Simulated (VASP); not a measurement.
## Ga2O: single point with PBE

Crystal: Ga2O.

```
CELL_PARAMETERS angstrom
4.30028 0.00000 0.00000
-2.15014 3.72415 0.00000
0.00000 0.00000 2.90818
ATOMIC_POSITIONS crystal
Ga 0.33333 0.66667 0.00000
Ga 0.66667 0.33333 0.00000
O 0.00000 0.00000 0.00000
```

The cell was built from a structure type or drawn by symmetry, and may not be a known phase.

* Program: VASP 6.6.1
* Task: single point
* Functional: PBE
* Potentials or basis: VASP PAW PBE potentials, release 64 (Ga_d, O)
* Cutoff: 520 eV
* k mesh: 6 × 6 × 6
* Occupations: gaussian, width 0.1 eV
* Spin: collinear spin, ferromagnetic start
* Starting moments: [0.0, 0.0, 1.0] μB
* Dipole correction: no
* Further INCAR settings: ALGO = Normal; EDIFF = 1e-06; NBANDS = 27

- Pressure: 0.1 GPa
- Band gap on the k mesh: zero (filled and empty bands overlap)
- Net moment: 0.00 μB per cell
- Valence electrons inside the program's atomic spheres: Ga 11.54; O 4.81

Stress tensor (GPa, compression positive):
```
 0.22  0.00  0.00
 0.00  0.22  0.00
 0.00  0.00 -0.02
```

Levels at points of the mesh, in eV from the Fermi level:
Spin up:
| k point | band 13 | band 14 | band 15 | band 16 | band 17 | band 18 | band 19 | band 20 |
| --- | --- | --- | --- | --- | --- | --- | --- | --- |
| (0.00, 0.00, 0.00) | -3.01 | -3.01 | -0.31 | -0.25 | -0.02 | -0.02 | 7.87 | 8.72 |
| (0.50, 0.00, 0.00) | -5.45 | -4.36 | -0.19 | -0.17 | 2.42 | 3.94 | 8.72 | 9.41 |
| (0.00, 0.00, 0.50) | -4.52 | -2.43 | -2.43 | -0.09 | 2.31 | 2.31 | 3.83 | 3.98 |
| (0.50, 0.00, 0.50) | -3.34 | -2.62 | -2.29 | -1.73 | 0.85 | 0.98 | 4.19 | 6.98 |
Spin down:
| k point | band 12 | band 13 | band 14 | band 15 | band 16 | band 17 | band 18 | band 19 | band 20 | band 21 |
| --- | --- | --- | --- | --- | --- | --- | --- | --- | --- | --- |
| (0.00, 0.00, 0.00) | -8.40 | -3.01 | -3.01 | -0.31 | -0.25 | -0.02 | -0.02 | 7.87 | 8.72 | 8.72 |
| (0.50, 0.00, 0.00) | -8.65 | -5.45 | -4.36 | -0.19 | -0.17 | 2.42 | 3.94 | 8.72 | 9.41 | 10.17 |
| (0.00, 0.00, 0.50) | -5.21 | -4.52 | -2.43 | -2.43 | -0.09 | 2.31 | 2.31 | 3.83 | 3.98 | 8.72 |
| (0.50, 0.00, 0.50) | -6.08 | -3.34 | -2.62 | -2.29 | -1.73 | 0.85 | 0.98 | 4.19 | 6.98 | 7.29 |

It took 100 s on 1 thread of Intel Xeon 8259CL, with other jobs on the host, peak memory 0.21 GiB.

Caveat: the k points lie up to 0.36 Å⁻¹ apart, too coarse for converged energies and pressures of a metal.
